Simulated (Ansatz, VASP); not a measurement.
## H in VASP and in Ansatz

Contents of INCAR:

```
SYSTEM = H
PREC = Accurate
ENCUT = 500
EDIFF = 1E-6
ISMEAR = 0
SIGMA = 0.02
LREAL = .FALSE.
LASPH = .TRUE.
NELM = 120
ALGO = Normal
ISIF = 2
LWAVE = .FALSE.
LCHARG = .TRUE.
GGA = PE
LELF = .TRUE.
LVHAR = .TRUE.
NBANDS = 10
GGA_COMPAT = .FALSE.
```

File KPOINTS:

```
Automatic mesh
0
G
  6 6 6
  0 0 0
```

POSCAR

```
H
1.0
    2.6089436067     -2.5784257755      0.0140860224
    2.5348113956      2.5026596332     -0.0718026128
   -0.0455599980     -0.0692926151      4.2040695245
H
4
Direct
    0.9364509520      0.0497186193      0.0804433734
    0.4507658566      0.5530509207      0.4278924927
    0.5492341434      0.4469490793      0.5721075073
    0.0635490480      0.9502813807      0.9195566266
```

Input for Ansatz:

```yaml
crystal:
  lattice:
    - [2.6089436067, -2.5784257755, 0.0140860224]
    - [2.5348113956, 2.5026596332, -0.0718026128]
    - [-0.045559998, -0.0692926151, 4.2040695245]
  atoms:
    - { symbol: H, position: [0.936450952, 0.0497186193, 0.0804433734] }
    - { symbol: H, position: [0.4507658566, 0.5530509207, 0.4278924927] }
    - { symbol: H, position: [0.5492341434, 0.4469490793, 0.5721075073] }
    - { symbol: H, position: [0.063549048, 0.9502813807, 0.9195566266] }
basis:
  ecutwfc: 420
kpoints:
  mp_grid: { grid: [6, 6, 6] }
hamiltonian:
  xc: pbe
scf:
  occupations: { method: gaussian, width: 0.02 }
output:
  forces: true
  stress: true
  eigenvalues: true
```

Alike in both runs: task single point; functional PBE; k mesh 6 × 6 × 6; occupations gaussian, width 0.02 eV; no spin polarisation.

|  | VASP | Ansatz |
| --- | --- | --- |
| version | VASP 6.6.1 | Ansatz 0.2.0 |
| potentials or method | VASP PAW PBE potentials, release 64 (H), cutoff 500 eV | scalar-relativistic, plane waves, PAW |
| valence electrons in the cell | 4 | 4 |

|  | VASP | Ansatz | Ansatz less VASP |
| --- | --- | --- | --- |
| gap on the k mesh at the Fermi level (eV) | 7.99 | 8.00 | +0.001 |
| least direct gap on the mesh (eV) | 8.57 | 8.57 | +0.001 |
| pressure (GPa) | -4.0 | -3.8 | +0.19 |
| traceless stress, the component that is largest in VASP (GPa) | 3.88 | 3.89 | +0.009 |
| rms of the force components (eV/Å) | 1.414 | 1.417 | +0.0033 |

Atom by atom the forces differ by 0.003 eV/Å (rms over components). With one functional, cell and mesh, what is left measures potentials, basis and numerics.
